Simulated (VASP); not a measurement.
# NbAs (I4_1md) in VASP: a series of runs, part 2 of 3

VASP 6.6.1. The steps go on from the part before.

## (4) Electric field gradients, LDA (zz strain of -2 %)

INCAR

```
SYSTEM = NbAs
PREC     = Accurate       ! precision mode
ENCUT    = 400            ! plane-wave cutoff, eV
EDIFF    = 1E-8           ! SCF threshold, eV
ISMEAR   = -1             ! smearing method
SIGMA    = 0.08           ! smearing width, eV
LREAL    = .FALSE.        ! projectors in reciprocal space
LASPH    = .TRUE.         ! aspherical terms in the spheres
NELM     = 120            ! most SCF steps
ALGO     = Normal         ! electronic algorithm
ISIF     = 2              ! what is computed and relaxed
LWAVE    = .FALSE.        ! write WAVECAR
LCHARG   = .FALSE.        ! write CHGCAR
GGA      = CA             ! functional
LEFG     = .TRUE.       
NBANDS   = 26             ! bands
GGA_COMPAT= .FALSE.
```

KPOINTS

```
regular mesh
0
G
  15 15 15
  0 0 0
```

POSCAR

```
NbAs
1.0
   -1.7258500000      1.7258500000      5.7232000000
    1.7258500000     -1.7258500000      5.7232000000
    1.7258500000      1.7258500000     -5.7232000000
Nb As
2 2
Direct
    0.7500000000      0.7500000000      0.0000000000
    0.5000000000      0.0000000000      0.5000000000
    0.1660000000      0.1660000000      0.0000000000
    0.9160000000      0.4160000000      0.5000000000
```

Potentials or basis: VASP PAW LDA potentials, release 64 (Nb_sv, As).

Command:

```
> cat potpaw_LDA.64/Nb_sv/POTCAR potpaw_LDA.64/As/POTCAR > POTCAR
> mpirun -np 1 vasp_std > vasp.out
```

OUTCAR:

```text
SYSTEM = NbAs
   PREC = Accurate
   ENCUT = 400
   EDIFF = 1E-8
   ISMEAR = -1
   LREAL = .FALSE.
   LASPH = .TRUE.
   NELM = 120
   ISIF = 2
   GGA = CA

 ion  position               nearest neighbor table
   1  0.750  0.750  0.000-   4 2.57   4 2.57   3 2.62   3 2.62   3 2.62   3 2.62
   2  0.500  0.000  0.500-   3 2.57   3 2.57   4 2.62   4 2.62   4 2.62   4 2.62
   3  0.166  0.166  0.000-   2 2.57   2 2.57   1 2.62   1 2.62   1 2.62   1 2.62
   4  0.916  0.416  0.500-   1 2.57   1 2.57   2 2.62   2 2.62   2 2.62   2 2.62

  LATTYP: Found a body centered tetragonal cell.
 ALAT       =     3.4517000000
 C/A-ratio  =     3.3161630501

  Lattice vectors:

 A1 = (  -1.7258500000,   1.7258500000,   5.7232000000)
 A2 = (   1.7258500000,  -1.7258500000,   5.7232000000)
 A3 = (   1.7258500000,   1.7258500000,  -5.7232000000)

Analysis of symmetry for initial positions (statically):
=====================================================================
 Subroutine PRICEL returns:
 Original cell was already a primitive cell.

 Routine SETGRP: Setting up the symmetry group for a
 body centered tetragonal supercell.

 Subroutine GETGRP returns: Found  8 space group operations
 (whereof  4 operations were pure point group operations)
 out of a pool of 16 trial point group operations.

The static configuration has the point symmetry C_2v.
 The point group associated with its full space group is C_4v.

Analysis of symmetry for dynamics (positions and initial velocities):
=====================================================================
 Subroutine PRICEL returns:
 Original cell was already a primitive cell.
[... 173 lines left out ...]
      4     -21.2256      2.00000
      5     -21.2256      2.00000
      6     -21.0442      2.00000
[... 685 lines left out ...]
     25      14.1744      0.00000
     26      14.8401      0.00000

 [... further k-points ...]
[... 5 lines left out ...]
  --------------------------------------------------------------------------------------
  -------------------------------------------------------------------------------------
  Total       -1.6058530     -1.6058530      0.3586475      0.0000000      0.0000000      0.0000000
  in kB      -37.7321345    -37.7321345      8.4270081      0.0000000      0.0000000      0.0000000
  external PRESSURE =     -22.3457536 kB  Pullay stress =       0.0000000 kB

 VOLUME and BASIS-vectors are now :
 -----------------------------------------------------------------------------
  energy-cutoff  :      400.00
  volume of cell :       68.19
      direct lattice vectors                 reciprocal lattice vectors
    -1.725850000  1.725850000  5.723200000     0.000000000  0.289712316  0.087363713
     1.725850000 -1.725850000  5.723200000     0.289712316  0.000000000  0.087363713
     1.725850000  1.725850000 -5.723200000     0.289712316  0.289712316  0.000000000

 POSITION                                       TOTAL-FORCE (eV/Angst)
 -----------------------------------------------------------------------------------
      0.00000      0.00000      8.58480         0.000000     -0.000000     -0.436761
      0.00000      1.72585      0.00000        -0.000000      0.000000     -0.436761
      0.00000      0.00000      1.90010        -0.000000     -0.000000      0.436761
      0.00000      1.72585      4.76170         0.000000      0.000000      0.436761
 -----------------------------------------------------------------------------------
    total drift:                               -0.000000     -0.000000      0.000283

  FREE ENERGIE OF THE ION-ELECTRON SYSTEM (eV)
  ---------------------------------------------------
  free  energy   TOTEN  =       -36.3598151647 eV

  energy  without entropy=      -36.3453183566  energy(sigma->0) =      -36.35256676

 Electric field gradients (V/A^2)
---------------------------------------------------------------------
 ion       V_xx      V_yy      V_zz      V_xy      V_xz      V_yz
---------------------------------------------------------------------
   1      21.710    -8.558   -13.152    -0.001    -0.000    -0.000
   2      -8.558    21.710   -13.152    -0.001    -0.000    -0.000
   3      -0.535   -26.341    26.877     0.000     0.000     0.000
   4     -26.341    -0.535    26.877     0.000     0.000     0.000
---------------------------------------------------------------------

 Electric field gradients after diagonalization (V/A^2)
 (convention: |V_zz| > |V_xx| > |V_yy|)
----------------------------------------------------------------------
 ion       V_xx      V_yy      V_zz     asymmetry (V_yy - V_xx)/ V_zz
----------------------------------------------------------------------
   1     -13.152    -8.558    21.710       0.212
   2     -13.152    -8.558    21.710       0.212
   3     -26.341    -0.535    26.877       0.960
   4     -26.341    -0.535    26.877       0.960
----------------------------------------------------------------------

           NMR quadrupolar parameters

 Cq : quadrupolar parameter    Cq=e*Q*V_zz/h
 eta: asymmetry parameters     (V_yy - V_xx)/ V_zz
 Q  : nuclear electric quadrupole moment in mb (millibarn)
----------------------------------------------------------------------
 ion       Cq(MHz)       eta       Q (mb)
----------------------------------------------------------------------
   1       0.052       0.212       1.000
   2       0.052       0.212       1.000
   3       0.065       0.960       1.000
   4       0.065       0.960       1.000
----------------------------------------------------------------------
```

OSZICAR:

```text
N       E                     dE             d eps       ncg     rms          rms(c)
DAV:   1     0.305894307416E+03    0.30589E+03   -0.16571E+04 15088   0.113E+03
DAV:   2    -0.116470208039E+02   -0.31754E+03   -0.30838E+03 18938   0.459E+02
DAV:   3    -0.369137184135E+02   -0.25267E+02   -0.24926E+02 28080   0.946E+01
DAV:   4    -0.382334026002E+02   -0.13197E+01   -0.13129E+01 22424   0.184E+01
DAV:   5    -0.382933332159E+02   -0.59931E-01   -0.59874E-01 27248   0.413E+00    0.116E+01
DAV:   6    -0.364077540388E+02    0.18856E+01   -0.62479E+00 23392   0.176E+01    0.343E+00
DAV:   7    -0.363782286409E+02    0.29525E-01   -0.41312E-01 23264   0.363E+00    0.203E+00
DAV:   8    -0.363600132260E+02    0.18215E-01   -0.64436E-02 22982   0.134E+00    0.386E-01
DAV:   9    -0.363598625906E+02    0.15064E-03   -0.50047E-03 26144   0.433E-01    0.209E-01
DAV:  10    -0.363598278073E+02    0.34783E-04   -0.10782E-03 21632   0.300E-01    0.352E-02
DAV:  11    -0.363598161820E+02    0.11625E-04   -0.69208E-05 23312   0.721E-02    0.143E-02
DAV:  12    -0.363598151856E+02    0.99642E-06   -0.50162E-06 24512   0.201E-02    0.364E-03
DAV:  13    -0.363598151849E+02    0.70986E-09   -0.11752E-07 22040   0.287E-03    0.161E-03
DAV:  14    -0.363598151643E+02    0.20626E-07   -0.10690E-07 21632   0.306E-03    0.307E-04
DAV:  15    -0.363598151647E+02   -0.38017E-09   -0.55449E-09 10952   0.668E-04
   1 F= -.36359815E+02 E0= -.36352567E+02  d E =-.144968E-01
```

It took 27 min on 1 thread of Intel Xeon 8259CL, shared host; peak memory 0.43 GiB.

Results:

```
Free energy                             : -36.3598 eV
Pressure                                : -2.2 GPa
Largest force                           : 0.437 eV/Å
Band gap on the k mesh                  : zero (bands 18 and 19 overlap by 0.01 eV)
Largest electric field gradient by atom : Nb +21.7; As +26.9 V/Å²
```

Forces on the atoms (eV/Å):
```
Nb   0.000  0.000 -0.437
Nb   0.000  0.000 -0.437
As   0.000  0.000  0.437
As   0.000  0.000  0.437
```

Stress tensor (GPa, compression positive):
```
-3.77  0.00  0.00
 0.00 -3.77  0.00
 0.00  0.00  0.84
```

Levels at points of the mesh, in eV from the Fermi level:
| k point | band 15 | band 16 | band 17 | band 18 | band 19 | band 20 | band 21 | band 22 |
| --- | --- | --- | --- | --- | --- | --- | --- | --- |
| (0.00, 0.00, 0.00) | -2.03 | -1.60 | -1.42 | -1.42 | 0.67 | 1.32 | 2.53 | 3.03 |

Electric field gradients, principal values (V/Å²):
```
atom   least   middle  greatest (by size)
1 Nb  -8.558  -13.152              21.710
2 Nb  -8.558  -13.152              21.710
3 As  -0.535  -26.341              26.877
4 As  -0.535  -26.341              26.877
```

Caveat: the cell differs from its parent crystal (zz strain of -2 %); without QUAD_EFG the Cq values of the log hold for a quadrupole moment of 1 mb, not for the nuclei.

(Continued in part 3 of 3.)
